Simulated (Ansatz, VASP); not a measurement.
One calculation of Si, two programs

```
Si
1.0
     2.66071    0.00000    0.00000
    -1.33036    2.30424    0.00000
     0.00000    0.00000    4.55822
Si
2
Direct
  0.33333 0.66667 0.25000
  0.66667 0.33333 0.75000
```

Alike in both runs: functional PBEsol; k mesh 16 × 16 × 8; occupations fermi-dirac, width 0.1 eV; no spin polarisation.

Ansatz relaxed the structure, and its values are those at the end. VASP's run is a single point on that final structure, the one shown.

|  | VASP | Ansatz |
| --- | --- | --- |
| version | VASP 6.6.1 | Ansatz 0.2.0 |
| potentials or method | VASP PAW PBE potentials, release 64 (Si) | PAW with Ansatz's default frozen-core files, scalar-relativistic |
| plane-wave cutoff (eV) | 520 | 420 |
| valence electrons in the cell | 8 | 8 |

```tsv
	VASP	Ansatz	Ansatz less VASP
pressure (GPa)	0.1	0.0	-0.14
```

VASP's potentials were made for PBE, not for PBEsol.
